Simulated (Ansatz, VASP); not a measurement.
Ga in VASP and in Ansatz

The input INCAR:

```
  PREC = Accurate
  ENCUT = 500
  EDIFF = 1E-6
  ISMEAR = 0
  SIGMA = 0.1
  LREAL = F
  LASPH = T
  NELM = 120
  ALGO = Normal
  ISIF = 2
  LWAVE = F
  LCHARG = T
  GGA = PE
  LELF = T
  LVHAR = T
  NBANDS = 12
  GGA_COMPAT = F
```

Contents of KPOINTS:

```
regular mesh
0
Gamma
  8 8 8
```

Contents of POSCAR:

```
Ga
1.0
   -1.5537263163      1.5537263163      1.5537263163
    1.5537263163     -1.5537263163      1.5537263163
    1.5537263163      1.5537263163     -1.5537263163
Ga
1
Direct
    0.0000000000      0.0000000000      0.0000000000
```

Input for Ansatz:

```yaml
crystal:
  lattice:
    - [-1.5537263163, 1.5537263163, 1.5537263163]
    - [1.5537263163, -1.5537263163, 1.5537263163]
    - [1.5537263163, 1.5537263163, -1.5537263163]
  atoms:
    - { symbol: Ga, position: [0.0, 0.0, 0.0] }
basis:
  ecutwfc: 420
kpoints:
  mp_grid: { grid: [8, 8, 8] }
hamiltonian:
  xc: pbe
scf:
  occupations: { method: gaussian, width: 0.1 }
output:
  forces: true
  stress: true
  eigenvalues: true
```

Alike in both runs: task single point; functional PBE; k mesh 8 × 8 × 8; occupations gaussian, width 0.1 eV; no spin polarisation.

```csv
,VASP,Ansatz
version,VASP 6.6.1,Ansatz 0.2.0
potentials or method,"VASP PAW PBE potentials, release 64 (Ga_d), cutoff 500 eV","scalar-relativistic, plane waves, PAW"
valence electrons in the cell,13,13
```

Ansatz gave:

- gap on the k mesh at the Fermi level (eV): none
- pressure (GPa): 21.1

Task: What did VASP give for the same quantities?

Result: gap on the k mesh at the Fermi level (eV): none; pressure (GPa): 21.3.

A gap of «none» marks a metal or a gap that the smearing closes.
